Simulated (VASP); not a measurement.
# YNbN3 (P4/mbm) in VASP: relaxation of cell and atoms with PBE

Aim: the relaxation of cell and atoms of YNbN3 with PBE.

Program: VASP 6.6.1. These are calculated values, not measurements. Logs are shortened: lines on timing, memory, paths and dates and some standing lists are left out, and cuts for length are marked.

### 1 The cell of the first run

Symmetry: P4/mbm, No. 127, tetragonal system. Conventional cell: a = 5.470 Å, b = 5.470 Å, c = 4.198 Å, α = 90.00°, β = 90.00°, γ = 90.00°. Y (site symmetry mmm) has 8 N at 2.42 to 2.73 Å within 3.2 Å. Nb (site symmetry 4/m) has 6 N at 2.06 to 2.10 Å within 2.7 Å. N (site symmetry m2m) has 2 Nb at 2.06 Å and 2 Y at 2.42 Å and 1 N at 2.43 Å within 2.7 Å. N (site symmetry 4/m) has 2 Nb at 2.10 Å and 4 Y at 2.73 Å within 2.8 Å.

### 2 Relaxation of cell and atoms, PBE

File INCAR:

```
SYSTEM = YNbN3
ALGO = Fast
EDIFF = 1E-6
EDIFFG = -0.01
ENCUT = 600
GGA = PE
IBRION = 2
ISIF = 3
ISMEAR = 0
LASPH = .True.
LCHARG = .False.
LREAL = .False.
LWAVE = .False.
NELM = 60
NSW = 100
PREC = Accurate
SIGMA = 0.1
```

File KPOINTS:

```
k-points
0
Gamma
  8 8 10
  0 0 0
```

File POSCAR:

```
YNbN3
1.0
    5.4698102837      0.0000000000      0.0000000000
    0.0000000000      5.4698102837      0.0000000000
    0.0000000000      0.0000000000      4.1977566023
Y Nb N
2 2 6
Direct
    0.0000000000      0.5000000000      0.5000000000
    0.5000000000      0.0000000000      0.5000000000
    0.5000000000      0.5000000000      0.0000000000
    0.0000000000      0.0000000000      0.0000000000
    0.8430737263      0.3430737263      0.0000000000
    0.6569262737      0.8430737263      0.0000000000
    0.5000000000      0.5000000000      0.5000000000
    0.1569262737      0.6569262737      0.0000000000
    0.3430737263      0.1569262737      0.0000000000
    0.0000000000      0.0000000000      0.5000000000
```

Potentials or basis: VASP PAW PBE potentials, release 64 (Y_sv, Nb_sv, N).

On the command line:

```
> cat potpaw_PBE.64/Y_sv/POTCAR potpaw_PBE.64/Nb_sv/POTCAR potpaw_PBE.64/N/POTCAR > POTCAR
> mpirun -np 1 vasp_std > vasp.out
```

OUTCAR:

```text
SYSTEM = YNbN3
   EDIFF = 1E-6
   EDIFFG = -0.01
   ENCUT = 600
   GGA = PE
   IBRION = 2
   ISIF = 3
   ISMEAR = 0
   LASPH = .True.
   LREAL = .False.
   NELM = 60
   NSW = 100
   PREC = Accurate

 ion  position               nearest neighbor table
   1  0.000  0.500  0.500-   5 2.42   8 2.42   5 2.42   8 2.42   7 2.73  10 2.73  10 2.73   7 2.73
                             3 3.45   4 3.45   4 3.45   3 3.45   4 3.45   3 3.45   4 3.45   3 3.45
   2  0.500  0.000  0.500-   6 2.42   9 2.42   6 2.42   9 2.42   7 2.73  10 2.73   7 2.73  10 2.73
                             3 3.45   4 3.45   3 3.45   3 3.45   3 3.45   4 3.45   4 3.45   4 3.45
   3  0.500  0.500  0.000-   5 2.06   6 2.06   8 2.06   9 2.06   7 2.10   7 2.10   1 3.45   1 3.45
                             2 3.45   2 3.45   2 3.45   2 3.45   1 3.45   1 3.45
   4  0.000  0.000  0.000-   5 2.06   6 2.06   8 2.06   9 2.06  10 2.10  10 2.10   1 3.45   1 3.45
                             2 3.45   2 3.45   1 3.45   1 3.45   2 3.45   2 3.45
   5  0.843  0.343  0.000-   3 2.06   4 2.06   1 2.42   1 2.42
   6  0.657  0.843  0.000-   3 2.06   4 2.06   2 2.42   2 2.42
   7  0.500  0.500  0.500-   3 2.10   3 2.10   1 2.73   2 2.73   2 2.73   1 2.73
   8  0.157  0.657  0.000-   3 2.06   4 2.06   1 2.42   1 2.42
   9  0.343  0.157  0.000-   3 2.06   4 2.06   2 2.42   2 2.42
  10  0.000  0.000  0.500-   4 2.10   4 2.10   1 2.73   2 2.73   1 2.73   2 2.73

  LATTYP: Found a simple tetragonal cell.
 ALAT       =     5.4698102837
 C/A-ratio  =     0.7674409869

  Lattice vectors:

 A1 = (   5.4698102837,   0.0000000000,   0.0000000000)
 A2 = (   0.0000000000,   5.4698102837,   0.0000000000)
 A3 = (   0.0000000000,   0.0000000000,   4.1977566023)

Analysis of symmetry for initial positions (statically):
=====================================================================
 Subroutine PRICEL returns:
 Original cell was already a primitive cell.

 Routine SETGRP: Setting up the symmetry group for a
 simple tetragonal supercell.

 Subroutine GETGRP returns: Found 16 space group operations
 (whereof  8 operations were pure point group operations)
 out of a pool of 16 trial point group operations.

The static configuration has the point symmetry C_4h.
 The point group associated with its full space group is D_4h.

Analysis of symmetry for dynamics (positions and initial velocities):
=====================================================================
 Subroutine PRICEL returns:
 Original cell was already a primitive cell.

 Routine SETGRP: Setting up the symmetry group for a
 simple tetragonal supercell.

 Subroutine GETGRP returns: Found 16 space group operations
 (whereof  8 operations were pure point group operations)
 out of a pool of 16 trial point group operations.

The dynamic configuration has the point symmetry C_4h.
 The point group associated with its full space group is D_4h.

 Subroutine INISYM returns: Found 16 space group operations
 (whereof  8 operations are pure point group operations),
 and found     1 'primitive' translations

----------------------------------------------------------------------------------------

                                     Primitive cell

  volume of cell :     125.5919

  direct lattice vectors                    reciprocal lattice vectors
     5.469810284  0.000000000  0.000000000     0.182821697  0.000000000  0.000000000
     0.000000000  5.469810284  0.000000000     0.000000000  0.182821697  0.000000000
     0.000000000  0.000000000  4.197756602     0.000000000  0.000000000  0.238222483

  length of vectors
     5.469810284  5.469810284  4.197756602     0.182821697  0.182821697  0.238222483

  position of ions in fractional coordinates (direct lattice)
     0.000000000  0.500000000  0.500000000
     0.500000000  0.000000000  0.500000000
     0.500000000  0.500000000  0.000000000
     0.000000000  0.000000000  0.000000000
     0.843073726  0.343073726  0.000000000
     0.656926274  0.843073726  0.000000000
     0.500000000  0.500000000  0.500000000
     0.156926274  0.656926274  0.000000000
     0.343073726  0.156926274  0.000000000
     0.000000000  0.000000000  0.500000000

  ion indices of the primitive-cell ions
   primitive index   ion index
                 1           1
                 2           2
                 3           3
                 4           4
                 5           5
                 6           6
                 7           7
                 8           8
                 9           9
                10          10

----------------------------------------------------------------------------------------

 KPOINTS: k-points

Automatic generation of k-mesh.
 Grid dimensions read from file:
 generate k-points for:    8    8   10

 Generating k-lattice:

  Cartesian coordinates                     Fractional coordinates (reciprocal lattice)
     0.022852712  0.000000000  0.000000000     0.125000000  0.000000000  0.000000000
     0.000000000  0.022852712  0.000000000     0.000000000  0.125000000  0.000000000
     0.000000000  0.000000000  0.023822248     0.000000000  0.000000000  0.100000000

  Length of vectors
     0.022852712  0.022852712  0.023822248

  Shift w.r.t. Gamma in fractional coordinates (k-lattice)
     0.000000000  0.000000000  0.000000000

 Subroutine IBZKPT returns following result:
 ===========================================

 Found     90 irreducible k-points:

 Following reciprocal coordinates:
            Coordinates               Weight
  0.000000  0.000000  0.000000      1.000000
  0.125000  0.000000  0.000000      4.000000
  0.250000  0.000000  0.000000      4.000000
  0.375000  0.000000  0.000000      4.000000
  0.500000  0.000000  0.000000      2.000000
  0.125000  0.125000  0.000000      4.000000
[... 16 lines left out ...]
  0.375000  0.125000  0.100000     16.000000
  0.500000  0.125000  0.100000      8.000000
 [... further k-points ...]
   k-points           NKPTS =     90   k-points in BZ     NKDIM =     90   number of bands    NBANDS=     46
   number of dos      NEDOS =    301   number of ions     NIONS =     10
   total plane-waves  NPLWV =  82944
   dimension x,y,z NGX =    48 NGY =   48 NGZ =   36
   dimension x,y,z NGXF=    96 NGYF=   96 NGZF=   72
   ions per type =               2   2   6
   NGX,Y,Z   is equivalent  to a cutoff of  14.59, 14.59, 14.26 a.u.
   NGXF,Y,Z  is equivalent  to a cutoff of  29.18, 29.18, 28.51 a.u.
 SYSTEM =  YNbN3
   PREC   = accura    normal or accurate (medium, high low for compatibility)
   ISTART =      0    job   : 0-new  1-cont  2-samecut
   ICHARG =      2    charge: 1-file 2-atom 10-const
   ISPIN  =      1    spin polarized calculation?
   LNONCOLLINEAR =      F non collinear calculations
   LSORBIT =      F    spin-orbit coupling
   LASPH  =      T    aspherical Exc in radial PAW
   ENCUT  =  600.0 eV  44.10 Ry    6.64 a.u.  10.92 10.92  8.38*2*pi/ulx,y,z
   NELM   =     60;   NELMIN=  2; NELMDL= -5     # of ELM steps
   EDIFF  = 0.1E-05   stopping-criterion for ELM
   LREAL  =      F    real-space projection
   EDIFFG = -.1E-01   stopping-criterion for IOM
   NSW    =    100    number of steps for IOM
   IBRION =      2    ionic relax: 0-MD 1-quasi-New 2-CG
   NFREE  =      1    steps in history (QN), initial steepest desc. (CG)
   ISIF   =      3    stress and relaxation
   ISYM   =      2    0-nonsym 1-usesym 2-fastsym
   POTIM  = 0.5000    time-step for ionic-motion
   TEBEG  =    0.0;   TEEND  =   0.0 temperature during run
   PSTRESS=    0.0 pullay stress
   NELECT =      78.0000    total number of electrons
   NUPDOWN=      -1.0000    fix difference up-down
   EMIN   =  10.00;   EMAX   =-10.00  energy-range for DOS
   EFERMI =   0.00;   METHOD = LEGACY
   ISMEAR =     0;   SIGMA  =   0.10  broadening in eV -4-tet -1-fermi 0-gaus
   EFERMI_NEDOS =   21; number of points for ismear=-14 and -15
   IALGO  =     68    algorithm
   IMIX   =      4    mixing-type and parameters
     AMIX     =   0.40;   BMIX     =  1.00
     AMIX_MAG =   1.60;   BMIX_MAG =  1.00
  volume/ion in A,a.u.               =      12.56        84.75
  Fermi-wavevector in a.u.,A,eV,Ry     =   1.396751  2.639477 26.543802  1.950914
  Thomas-Fermi vector in A             =   2.520075
   LORBIT       =      0    0 simple, 1 ext, 2 COOP (PROOUT), +10 PAW based schemes
   GGA     = PE    functional components
   LHFCALC =     F    Hartree Fock is set to
   AEXX    =    0.0000 exact exchange contribution
   IVDW    =     0    specifies the selected vdW correction
   LEPSILON=     F    determine dielectric tensor
   LRPA    =     F    only Hartree local field effects (RPA)
 conjugate gradient relaxation of ions
 non-spin polarized calculation
 RMM-DIIS sequential band-by-band and
 Gauss-broadening in eV      SIGMA  =   0.10
  energy-cutoff  :      600.00
  volume of cell :      125.59
 maximum number of plane-waves:      4240
 NGX is ok and might be reduce to    48
   NGX = 21   NGY = 21   NGZ = 17

--------------------------------------- Ionic step        1  -------------------------------------------

 number of electron      78.0000007 magnetization

 Free energy of the ion-electron system (eV)
  ---------------------------------------------------
  ext. energy  EPLUGINS =         0.00000000
  ---------------------------------------------------
  free energy    TOTEN  =       -92.19897645 eV

  energy without entropy =      -92.17257755  energy(sigma->0) =      -92.18577700

------------------------ aborting loop because EDIFF is reached ----------------------------------------

  FORCE on cell =-STRESS in cart. coord.  units (eV):
  Direction    XX          YY          ZZ          XY          YZ          ZX
  --------------------------------------------------------------------------------------
  -------------------------------------------------------------------------------------
  Total       -0.2133965     -0.2133965     -0.2037339      0.0000000      0.0000000      0.0000000
  in kB       -2.7223006     -2.7223006     -2.5990348      0.0000000      0.0000000      0.0000000
  external PRESSURE =      -2.6812120 kB  Pullay stress =       0.0000000 kB
[... 337 lines left out ...]
  energy  without entropy=      -92.1816701311  energy(sigma->0) =      -92.19376149

--------------------------------------- Ionic step        9  -------------------------------------------

 number of electron      78.0000002 magnetization

 Free energy of the ion-electron system (eV)
  ---------------------------------------------------
  ext. energy  EPLUGINS =         0.00000000
  ---------------------------------------------------
  free energy    TOTEN  =       -92.20623627 eV

  energy without entropy =      -92.18229898  energy(sigma->0) =      -92.19426763

 E-fermi :   6.3054     XC(G=0): -11.6800

 val. band max:        6.3016076386   @ k =   0.3750   0.0000   0.4000
 cond. band min:       6.3174407969   @ k =   0.5000   0.1250   0.3000
 fundamental gap:      0.0158331583
 Fermi energy:         6.3053549555

 k-point     1 :       0.0000    0.0000    0.0000
  band No.  band energies     occupation
      1     -48.4490      2.00000
      2     -48.4421      2.00000
      3     -35.2854      2.00000
      4     -35.2666      2.00000
      5     -24.6534      2.00000
      6     -24.6534      2.00000
[... 1165 lines left out ...]
     45      10.0322      0.00000
     46      10.0327      0.00000

 [... further k-points ...]

------------------------ aborting loop because EDIFF is reached ----------------------------------------

  FORCE on cell =-STRESS in cart. coord.  units (eV):
  Direction    XX          YY          ZZ          XY          YZ          ZX
  --------------------------------------------------------------------------------------
  -------------------------------------------------------------------------------------
  Total        0.0009531      0.0009531     -0.0723605      0.0000000     -0.0000000      0.0000000
  in kB        0.0122218      0.0122218     -0.9278927      0.0000000     -0.0000000      0.0000000
  external PRESSURE =      -0.3011497 kB  Pullay stress =       0.0000000 kB
[... 25 lines left out ...]
  FREE ENERGIE OF THE ION-ELECTRON SYSTEM (eV)
  ---------------------------------------------------
  free  energy   TOTEN  =       -92.2062362678 eV

  energy  without entropy=      -92.1822989831  energy(sigma->0) =      -92.19426763

 reached required accuracy - stopping structural energy minimisation
```

Run time: 2.3 h. Hardware: 1 thread of Oxide Virtual Turin-like, shared host; peak memory 0.68 GiB.

What came out:

```yaml
Free_energy: -92.2062 eV
Relaxed_volume: 12.49 Å³/atom
Relaxed_cell: a = 5.442 Å, b = 5.442 Å, c = 4.218 Å, α = 90.00°, β = 90.00°, γ = 90.00°
Space_group_after_relaxing_to_0.1_Å: P4/mbm (No. 127)
Energy_gained_by_relaxing: 0.7 meV/atom
Ionic_steps: 9
Pressure_after_relaxing: 0.0 GPa
Largest_force_after_relaxing: 0.003 eV/Å
Band_gap_on_the_k_mesh: zero (bands 39 and 40 overlap by 1.60 eV)
```

Forces in eV/Å, atoms in the order of the input:
```
Y    0.000  0.000  0.000
Y    0.000  0.000  0.000
Nb   0.000  0.000  0.000
Nb   0.000  0.000  0.000
N    0.002  0.002  0.000
N   -0.002  0.002  0.000
N    0.000  0.000  0.000
N   -0.002 -0.002  0.000
N    0.002 -0.002  0.000
N    0.000  0.000  0.000
```

The path:
| step | energy change (eV) | largest force (eV/Å) | pressure (GPa) | volume (Å³) |
| --- | --- | --- | --- | --- |
| 1 | 0.0000 | 0.1001 | -0.27 | 125.59 |
| 2 | -0.0017 | 0.0804 | 0.30 | 125.21 |
| 3 | -0.0019 | 0.0706 | 0.60 | 125.02 |
| 4 | -0.0028 | 0.0596 | 0.51 | 125.03 |
| 5 | -0.0048 | 0.0266 | 0.25 | 125.08 |
| 6 | -0.0059 | 0.0421 | -0.25 | 125.17 |
| 7 | -0.0060 | 0.0250 | -0.15 | 125.15 |
| 8 | -0.0069 | 0.0138 | -0.10 | 125.06 |
| 9 | -0.0073 | 0.0032 | -0.03 | 124.94 |

Final structure:
```
CELL_PARAMETERS angstrom
5.44225 0.00000 0.00000
0.00000 5.44225 0.00000
0.00000 0.00000 4.21849
ATOMIC_POSITIONS crystal
Y 0.00000 0.50000 0.50000
Y 0.50000 0.00000 0.50000
Nb 0.50000 0.50000 0.00000
Nb 0.00000 0.00000 0.00000
N 0.84730 0.34730 0.00000
N 0.65270 0.84730 0.00000
N 0.50000 0.50000 0.50000
N 0.15270 0.65270 0.00000
N 0.34730 0.15270 0.00000
N 0.00000 0.00000 0.50000
```

Levels at points of the mesh, in eV from the Fermi level:
```
           k point  band 37  band 38  band 39  band 40  band 41  band 42
(0.00, 0.00, 0.00)    -0.47     0.22     0.36     0.36     1.05     1.05
(0.50, 0.00, 0.00)    -0.55    -0.55     0.21     0.21     1.93     1.93
(0.50, 0.50, 0.00)    -0.25    -0.25     0.11     0.11     1.14     1.14
(0.00, 0.00, 0.50)     0.43     0.43     0.78     0.78     1.85     2.14
(0.50, 0.00, 0.50)    -0.06    -0.06    -0.02    -0.02     3.53     3.53
(0.50, 0.50, 0.50)    -1.01    -1.01    -0.50    -0.50     3.73     3.73
```
